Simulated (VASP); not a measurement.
# NaCl (I4/mmm) in VASP: a series of runs

NaCl is run at these levels: PBEsol; tasks: single point.

All numbers are computed with VASP 6.6.1; they aren't measurements. Logs are shortened: lines on timing, memory, paths and dates and some standing lists are left out, and cuts for length are marked.

### Step 1. The cell of the first run

It takes space group I4/mmm (No. 139, tetragonal). The conventional cell has a = 3.845 Å, b = 3.845 Å, c = 5.890 Å, α = 90.00°, β = 90.00°, γ = 90.00°. Na (site symmetry 4/mmm) has 6 Cl at 2.72 to 2.95 Å within 3.6 Å. Cl (site symmetry 4/mmm) has 6 Na at 2.72 to 2.95 Å within 3.6 Å.

### Step 2. Single point, PBEsol (strain -0.040 along x and y, +0.040 along z)

The input, INCAR:

```
SYSTEM = NaCl
  PREC = Accurate
  ENCUT = 520
  EDIFF = 1E-6
  ISMEAR = 0
  SIGMA = 0.05
  LREAL = .FALSE.
  LASPH = .TRUE.
  NELM = 100
  ALGO = Normal
  ISIF = 2
  LWAVE = .FALSE.
  LCHARG = .FALSE.
  GGA = PS
  NBANDS = 14
```

The input, KPOINTS:

```
regular mesh
0
G
  8 8 8
  0 0 0
```

The input, POSCAR:

```
NaCl
1.0
    0.0000000000      2.7184800000      2.9450200000
    2.7184800000      0.0000000000      2.9450200000
    2.7184800000      2.7184800000      0.0000000000
Na Cl
1 1
Direct
    0.0000000000      0.0000000000      0.0000000000
    0.5000000000      0.5000000000      0.5000000000
```

Potentials or basis: VASP PAW PBE potentials, release 64 (Na_pv, Cl).

On the command line:

```
> cat potpaw_PBE.64/Na_pv/POTCAR potpaw_PBE.64/Cl/POTCAR > POTCAR
> mpirun -np 1 vasp_std > vasp.out
```

OUTCAR:

```text
SYSTEM = NaCl
   PREC = Accurate
   ENCUT = 520
   EDIFF = 1E-6
   ISMEAR = 0
   LREAL = .FALSE.
   LASPH = .TRUE.
   NELM = 100
   ISIF = 2
   GGA = PS

 ion  position               nearest neighbor table
   1  0.000  0.000  0.000-   2 2.72   2 2.72   2 2.72   2 2.72
   2  0.500  0.500  0.500-   1 2.72   1 2.72   1 2.72   1 2.72

  LATTYP: Found a body centered tetragonal cell.
 ALAT       =     3.8445112850
 C/A-ratio  =     1.5320646926

  Lattice vectors:

 A1 = (  -2.7184800000,   0.0000000000,   2.9450200000)
 A2 = (   2.7184800000,   0.0000000000,   2.9450200000)
 A3 = (   0.0000000000,   2.7184800000,  -2.9450200000)

Analysis of symmetry for initial positions (statically):
=====================================================================
 Subroutine PRICEL returns:
 Original cell was already a primitive cell.

 Routine SETGRP: Setting up the symmetry group for a
 body centered tetragonal supercell.

 Subroutine GETGRP returns: Found 16 space group operations
 (whereof 16 operations were pure point group operations)
 out of a pool of 16 trial point group operations.

The static configuration has the point symmetry D_4h.

Analysis of symmetry for dynamics (positions and initial velocities):
=====================================================================
 Subroutine PRICEL returns:
 Original cell was already a primitive cell.

 Routine SETGRP: Setting up the symmetry group for a
 body centered tetragonal supercell.

 Subroutine GETGRP returns: Found 16 space group operations
 (whereof 16 operations were pure point group operations)
 out of a pool of 16 trial point group operations.

The dynamic configuration has the point symmetry D_4h.

 Subroutine INISYM returns: Found 16 space group operations
 (whereof 16 operations are pure point group operations),
 and found     1 'primitive' translations

----------------------------------------------------------------------------------------

                                     Primitive cell

  volume of cell :      43.5282

  direct lattice vectors                    reciprocal lattice vectors
     0.000000000  2.718480000  2.945020000    -0.183926312  0.183926312  0.169778134
     2.718480000  0.000000000  2.945020000     0.183926312 -0.183926312  0.169778134
     2.718480000  2.718480000  0.000000000     0.183926312  0.183926312 -0.169778134

  length of vectors
     4.007901734  4.007901734  3.844511285     0.310616147  0.310616147  0.310616147

  position of ions in fractional coordinates (direct lattice)
     0.000000000  0.000000000  0.000000000
     0.500000000  0.500000000  0.500000000

  ion indices of the primitive-cell ions
   primitive index   ion index
                 1           1
                 2           2

----------------------------------------------------------------------------------------

 KPOINTS: regular mesh

Automatic generation of k-mesh.
 Grid dimensions read from file:
 generate k-points for:    8    8    8

 Generating k-lattice:

  Cartesian coordinates                     Fractional coordinates (reciprocal lattice)
    -0.022990789  0.022990789  0.021222267     0.125000000  0.000000000  0.000000000
     0.022990789 -0.022990789  0.021222267     0.000000000  0.125000000  0.000000000
     0.022990789  0.022990789 -0.021222267    -0.000000000 -0.000000000  0.125000000

  Length of vectors
     0.038827018  0.038827018  0.038827018

  Shift w.r.t. Gamma in fractional coordinates (k-lattice)
     0.000000000  0.000000000  0.000000000

 Subroutine IBZKPT returns following result:
 ===========================================

 Found     59 irreducible k-points:

 Following reciprocal coordinates:
            Coordinates               Weight
  0.000000  0.000000  0.000000      1.000000
  0.125000  0.000000  0.000000      8.000000
  0.250000  0.000000  0.000000      8.000000
  0.375000 -0.000000  0.000000      8.000000
  0.500000  0.000000  0.000000      4.000000
  0.125000  0.125000  0.000000      2.000000
[... 16 lines left out ...]
  0.250000  0.000000  0.125000     16.000000
  0.375000 -0.000000  0.125000     16.000000
 [... further k-points ...]
   k-points           NKPTS =     59   k-points in BZ     NKDIM =     59   number of bands    NBANDS=     14
   number of dos      NEDOS =    301   number of ions     NIONS =      2
   total plane-waves  NPLWV =  27000
   dimension x,y,z NGX =    30 NGY =   30 NGZ =   30
   dimension x,y,z NGXF=    60 NGYF=   60 NGZF=   60
   ions per type =               1   1
   NGX,Y,Z   is equivalent  to a cutoff of  12.44, 12.44, 12.97 a.u.
   NGXF,Y,Z  is equivalent  to a cutoff of  24.89, 24.89, 25.95 a.u.
 SYSTEM =  NaCl
   PREC   = accura    normal or accurate (medium, high low for compatibility)
   ISTART =      0    job   : 0-new  1-cont  2-samecut
   ICHARG =      2    charge: 1-file 2-atom 10-const
   ISPIN  =      1    spin polarized calculation?
   LNONCOLLINEAR =      F non collinear calculations
   LSORBIT =      F    spin-orbit coupling
   LASPH  =      T    aspherical Exc in radial PAW
   ENCUT  =  520.0 eV  38.22 Ry    6.18 a.u.   7.45  7.45  7.15*2*pi/ulx,y,z
   NELM   =    100;   NELMIN=  2; NELMDL= -5     # of ELM steps
   EDIFF  = 0.1E-05   stopping-criterion for ELM
   LREAL  =      F    real-space projection
   EDIFFG = 0.1E-04   stopping-criterion for IOM
   NSW    =      0    number of steps for IOM
   IBRION =     -1    ionic relax: 0-MD 1-quasi-New 2-CG
   NFREE  =      0    steps in history (QN), initial steepest desc. (CG)
   ISIF   =      2    stress and relaxation
   ISYM   =      2    0-nonsym 1-usesym 2-fastsym
   POTIM  = 0.5000    time-step for ionic-motion
   TEBEG  =    0.0;   TEEND  =   0.0 temperature during run
   PSTRESS=    0.0 pullay stress
   NELECT =      14.0000    total number of electrons
   NUPDOWN=      -1.0000    fix difference up-down
   EMIN   =  10.00;   EMAX   =-10.00  energy-range for DOS
   EFERMI =   0.00;   METHOD = LEGACY
   ISMEAR =     0;   SIGMA  =   0.05  broadening in eV -4-tet -1-fermi 0-gaus
   EFERMI_NEDOS =   21; number of points for ismear=-14 and -15
   IALGO  =     38    algorithm
   IMIX   =      4    mixing-type and parameters
     AMIX     =   0.40;   BMIX     =  1.00
     AMIX_MAG =   1.60;   BMIX_MAG =  1.00
  volume/ion in A,a.u.               =      21.76       146.87
  Fermi-wavevector in a.u.,A,eV,Ry     =   1.121659  2.119627 17.117733  1.258118
  Thomas-Fermi vector in A             =   2.258313
   LORBIT       =      0    0 simple, 1 ext, 2 COOP (PROOUT), +10 PAW based schemes
   GGA     = PS    functional components
   LHFCALC =     F    Hartree Fock is set to
   AEXX    =    0.0000 exact exchange contribution
   IVDW    =     0    specifies the selected vdW correction
   LEPSILON=     F    determine dielectric tensor
   LRPA    =     F    only Hartree local field effects (RPA)
 non-spin polarized calculation
 Gauss-broadening in eV      SIGMA  =   0.05
  energy-cutoff  :      520.00
  volume of cell :       43.53
 maximum number of plane-waves:      1184
 NGX is ok and might be reduce to    30
   NGX = 15   NGY = 15   NGZ = 15

 number of electron      14.0000007 magnetization

 Free energy of the ion-electron system (eV)
  ---------------------------------------------------
  ext. energy  EPLUGINS =         0.00000000
  ---------------------------------------------------
  free energy    TOTEN  =        -6.97288060 eV

  energy without entropy =       -6.97288060  energy(sigma->0) =       -6.97288060

 E-fermi :  -0.3608     XC(G=0):  -8.4571

 val. band max:       -0.5910799015   @ k =   0.0000   0.0000   0.0000
 cond. band min:       4.4334798710   @ k =   0.0000   0.0000   0.0000
 fundamental gap:      5.0245597725
 Fermi energy:        -0.3607873352

 k-point     1 :       0.0000    0.0000    0.0000
  band No.  band energies     occupation
      1     -21.2015      2.00000
      2     -21.1920      2.00000
      3     -21.1920      2.00000
      4     -13.3339      2.00000
      5      -0.6275      2.00000
      6      -0.6275      2.00000
      7      -0.5911      2.00000
      8       4.4335      0.00000
      9      10.0296      0.00000
     10      10.6580      0.00000
     11      10.6580      0.00000
     12      12.1615      0.00000
     13      13.1775      0.00000
     14      14.1489      0.00000

 k-point     2 :       0.1250    0.0000    0.0000
  band No.  band energies     occupation
      1     -21.2036      2.00000
      2     -21.1961      2.00000
      3     -21.1920      2.00000
      4     -13.2805      2.00000
      5      -1.0177      2.00000
      6      -0.6609      2.00000
      7      -0.6569      2.00000
      8       4.9482      0.00000
      9       9.8294      0.00000
     10      10.4399      0.00000
     11      10.8767      0.00000
     12      11.9962      0.00000
     13      12.8462      0.00000
     14      15.1003      0.00000

 k-point     3 :       0.2500    0.0000    0.0000
  band No.  band energies     occupation
      1     -21.2138      2.00000
      2     -21.2008      2.00000
      3     -21.1922      2.00000
      4     -13.1474      2.00000
      5      -1.7992      2.00000
      6      -0.7882      2.00000
      7      -0.7392      2.00000
      8       5.9233      0.00000
      9       9.3171      0.00000
     10      10.3935      0.00000
     11      11.1216      0.00000
     12      12.4712      0.00000
     13      12.8170      0.00000
     14      15.1458      0.00000
[... 324 lines left out ...]
 k-point    23 :       0.2500    0.0000    0.1250
  band No.  band energies     occupation
      1     -21.2097      2.00000
      2     -21.2024      2.00000
      3     -21.1945      2.00000
      4     -13.1506      2.00000
      5      -1.6447      2.00000
      6      -0.8667      2.00000
      7      -0.8020      2.00000
      8       5.9887      0.00000
      9       8.9894      0.00000
     10      10.7383      0.00000
     11      11.0295      0.00000
     12      11.7845      0.00000
     13      13.0602      0.00000
     14      16.2151      0.00000

 k-point    24 :       0.3750   -0.0000    0.1250
  band No.  band energies     occupation
      1     -21.2219      2.00000
      2     -21.2040      2.00000
      3     -21.1947      2.00000
      4     -13.0178      2.00000
      5      -2.2552      2.00000
      6      -0.9558      2.00000
      7      -0.9527      2.00000
      8       6.7224      0.00000
      9       9.0284      0.00000
     10      10.2034      0.00000
     11      10.7945      0.00000
     12      12.9625      0.00000
     13      14.3683      0.00000
     14      15.8773      0.00000

 [... further k-points ...]

------------------------ aborting loop because EDIFF is reached ----------------------------------------

  FORCE on cell =-STRESS in cart. coord.  units (eV):
  Direction    XX          YY          ZZ          XY          YZ          ZX
  --------------------------------------------------------------------------------------
  -------------------------------------------------------------------------------------
  Total        0.4929466      0.4929466     -0.4081053      0.0000000     -0.0000000     -0.0000000
  in kB       18.1442878     18.1442878    -15.0214636      0.0000000     -0.0000000     -0.0000000
  external PRESSURE =       7.0890373 kB  Pullay stress =       0.0000000 kB

 VOLUME and BASIS-vectors are now :
 -----------------------------------------------------------------------------
  energy-cutoff  :      520.00
  volume of cell :       43.53
      direct lattice vectors                 reciprocal lattice vectors
     0.000000000  2.718480000  2.945020000    -0.183926312  0.183926312  0.169778134
     2.718480000  0.000000000  2.945020000     0.183926312 -0.183926312  0.169778134
     2.718480000  2.718480000  0.000000000     0.183926312  0.183926312 -0.169778134

 POSITION                                       TOTAL-FORCE (eV/Angst)
 -----------------------------------------------------------------------------------
      0.00000      0.00000      0.00000         0.000000     -0.000000     -0.000000
      2.71848      2.71848      2.94502        -0.000000      0.000000      0.000000
 -----------------------------------------------------------------------------------
    total drift:                               -0.000000      0.000000      0.000000

  FREE ENERGIE OF THE ION-ELECTRON SYSTEM (eV)
  ---------------------------------------------------
  free  energy   TOTEN  =        -6.9728806019 eV

  energy  without entropy=       -6.9728806019  energy(sigma->0) =       -6.97288060
```

Run time: 44 s. Hardware: 1 thread of Intel Xeon 8259CL, shared host; peak memory 0.18 GiB.

Results:

```yaml
Free_energy: -6.9729 eV
Pressure: 0.7 GPa
Band_gap_on_the_k_mesh: 5.02 eV
```

Caveat: the cell differs from its parent crystal (strain -0.040 along x and y, +0.040 along z); the PAW data sets were made with another functional, which shifts forces and pressure a little.

### Step 3. Single point, PBEsol (strain -0.040 along x and y, +0.080 along z)

The input, INCAR:

```
SYSTEM = NaCl
PREC     = Accurate       ! precision mode
ENCUT    = 520            ! plane-wave cutoff, eV
EDIFF    = 1E-7           ! SCF threshold, eV
ISMEAR   = 0              ! smearing method
SIGMA    = 0.05           ! smearing width, eV
LREAL    = .FALSE.        ! projectors in reciprocal space
LASPH    = .TRUE.         ! aspherical terms in the spheres
NELM     = 80             ! most SCF steps
ALGO     = Normal         ! electronic algorithm
ISIF     = 2              ! what is computed and relaxed
LWAVE    = .FALSE.        ! write WAVECAR
LCHARG   = .FALSE.        ! write CHGCAR
GGA      = PS             ! functional
NBANDS   = 14             ! bands
```

The input, KPOINTS:

```
Automatic mesh
0
G
  8 8 8
  0 0 0
```

The input, POSCAR:

```
NaCl
1.0
    0.0000000000      2.7184800000      3.0582900000
    2.7184800000      0.0000000000      3.0582900000
    2.7184800000      2.7184800000      0.0000000000
Na Cl
1 1
Direct
    0.0000000000      0.0000000000      0.0000000000
    0.5000000000      0.5000000000      0.5000000000
```

Potentials or basis: VASP PAW PBE potentials, release 64 (Na_pv, Cl).

On the command line:

```
> cat potpaw_PBE.64/Na_pv/POTCAR potpaw_PBE.64/Cl/POTCAR > POTCAR
> mpirun -np 1 vasp_std > vasp.out
```

Wall time 57 s (1 thread of Intel Xeon 8259CL, shared host); peak memory 0.18 GiB.

Results (log left out):

| Property | Result |
| --- | --- |
| Free energy | -6.9526 eV |
| Pressure | 0.1 GPa |
| Band gap on the k mesh | 4.90 eV |

Stress tensor (GPa, compression positive):
```
 1.39  0.00  0.00
 0.00  1.39  0.00
 0.00  0.00 -2.36
```

Levels at points of the mesh, in eV from the valence-band top:
```
           k point  band 5  band 6  band 7  band 8  band 9  band 10
(0.00, 0.00, 0.00)   -0.04   -0.04    0.00    4.90   10.44    11.35
(0.50, 0.00, 0.00)   -1.99   -0.37   -0.21    7.03   10.39    10.40
(0.50, 0.50, 0.00)   -1.73   -0.46   -0.46    7.51    8.18    10.34
(0.50, 0.00, 0.50)   -1.69   -0.89   -0.51    7.46    7.81    11.41
```

Caveat: the cell differs from its parent crystal (strain -0.040 along x and y, +0.080 along z); the PAW data sets were made with another functional, which shifts forces and pressure a little.

### Step 4. Single point, PBEsol (strain +0.080 along x and y, -0.080 along z)

The input, INCAR:

```
PREC = Accurate
ENCUT = 520
EDIFF = 1E-6
ISMEAR = 0
SIGMA = 0.05
LREAL = F
LASPH = T
NELM = 80
ALGO = Normal
ISIF = 2
LWAVE = F
LCHARG = T
GGA = PS
LELF = T
LVHAR = T
NBANDS = 14
```

The input, KPOINTS:

```
Automatic mesh
0
Gamma
  8 8 8
```

The input, POSCAR:

```
NaCl
1.0
    0.0000000000      3.0582900000      2.6052100000
    3.0582900000      0.0000000000      2.6052100000
    3.0582900000      3.0582900000      0.0000000000
Na Cl
1 1
Direct
    0.0000000000      0.0000000000      0.0000000000
    0.5000000000      0.5000000000      0.5000000000
```

On the command line:

```
> cat potpaw_PBE.64/Na_pv/POTCAR potpaw_PBE.64/Cl/POTCAR > POTCAR
> mpirun -np 1 vasp_std > vasp.out
```

Wall time 53 s (1 thread of Intel Xeon 8259CL, shared host); peak memory 0.19 GiB.

Results (log left out):

```yaml
Free_energy: -6.8833 eV
Pressure: -0.7 GPa
Band_gap_on_the_k_mesh: 4.63 eV
```

Stress tensor (GPa, compression positive):
```
-2.65  0.00  0.00
 0.00 -2.65  0.00
 0.00  0.00  3.34
```

Levels at points of the mesh, in eV from the valence-band top:
| k point | band 4 | band 5 | band 6 | band 7 | band 8 | band 9 | band 10 | band 11 |
| --- | --- | --- | --- | --- | --- | --- | --- | --- |
| (0.00, 0.00, 0.00) | -12.54 | -0.19 | 0.00 | 0.00 | 4.63 | 10.63 | 10.63 | 11.75 |
| (0.50, 0.00, 0.00) | -12.25 | -1.80 | -0.36 | -0.24 | 6.88 | 9.80 | 9.93 | 11.68 |
| (0.50, 0.50, 0.00) | -12.17 | -1.46 | -0.76 | -0.76 | 7.39 | 7.54 | 11.54 | 13.23 |
| (0.50, 0.00, 0.50) | -12.27 | -1.57 | -0.70 | -0.27 | 7.26 | 8.24 | 10.05 | 13.43 |

Caveat: the cell differs from its parent crystal (strain +0.080 along x and y, -0.080 along z); the PAW data sets were made with another functional, which shifts forces and pressure a little.

### Step 5. Single point, PBEsol (strain +0.000 along x and y, +0.080 along z)

The input, INCAR:

```
ALGO = Normal
EDIFF = 1E-7
ENCUT = 520
GGA = PS
ISIF = 2
ISMEAR = 0
LASPH = T
LCHARG = F
LREAL = F
LWAVE = F
NBANDS = 14
NELM = 60
PREC = Accurate
SIGMA = 0.05
```

The input, KPOINTS:

```
k-points
0
Gamma
  8 8 8
```

The input, POSCAR:

```
NaCl
1.0
    0.0000000000      2.8317500000      3.0582900000
    2.8317500000      0.0000000000      3.0582900000
    2.8317500000      2.8317500000      0.0000000000
Na Cl
1 1
Direct
    0.0000000000      0.0000000000      0.0000000000
    0.5000000000      0.5000000000      0.5000000000
```

On the command line:

```
> cat potpaw_PBE.64/Na_pv/POTCAR potpaw_PBE.64/Cl/POTCAR > POTCAR
> mpirun -np 1 vasp_std > vasp.out
```

Wall time 47 s (1 thread of Intel Xeon 8259CL, shared host); peak memory 0.19 GiB.

It converged, with:

```
Free energy            : -6.9495 eV
Pressure               : -1.9 GPa
Band gap on the k mesh : 4.61 eV
```

Stress tensor (GPa, compression positive):
```
-1.45  0.00  0.00
 0.00 -1.45  0.00
 0.00  0.00 -2.88
```

Levels at points of the mesh, in eV from the valence-band top:
| k point | band 4 | band 5 | band 6 | band 7 | band 8 | band 9 | band 10 | band 11 |
| --- | --- | --- | --- | --- | --- | --- | --- | --- |
| (0.00, 0.00, 0.00) | -12.49 | -0.05 | -0.05 | 0.00 | 4.61 | 10.53 | 11.08 | 11.08 |
| (0.50, 0.00, 0.00) | -12.23 | -1.75 | -0.30 | -0.22 | 6.89 | 9.78 | 10.31 | 11.00 |
| (0.50, 0.50, 0.00) | -12.23 | -1.51 | -0.47 | -0.47 | 7.18 | 8.11 | 10.04 | 14.20 |
| (0.50, 0.00, 0.50) | -12.17 | -1.50 | -0.72 | -0.48 | 7.20 | 7.86 | 10.74 | 13.23 |

Caveat: the cell differs from its parent crystal (strain +0.000 along x and y, +0.080 along z); the PAW data sets were made with another functional, which shifts forces and pressure a little.

### Step 6. Summary

```tsv
cell	gap on the mesh (eV)	pressure (GPa)
a = 4.008, b = 4.008, c = 3.845 Å, angles 61.3, 61.3, 57.3°, 2 atoms	5.02	0.7
a = 4.092, b = 4.092, c = 3.845 Å, angles 62.0, 62.0, 56.0°, 2 atoms	4.90	0.1
a = 4.017, b = 4.017, c = 4.325 Å, angles 57.4, 57.4, 65.1°, 2 atoms	4.63	-0.7
a = 4.168, b = 4.168, c = 4.005 Å, angles 61.3, 61.3, 57.4°, 2 atoms	4.61	-1.9
```

Alike in all rows: task single point; level PBEsol; potentials or basis VASP PAW PBE potentials, release 64 (Na_pv, Cl); no spin polarisation; k mesh 8 × 8 × 8; cutoff (eV) 520; smearing gaussian 0.05 eV.

Caveats: the PAW data sets were made with another functional, which shifts forces and pressure a little.

Total energies depend on the potentials used, so only differences within one code and one set of settings carry meaning.
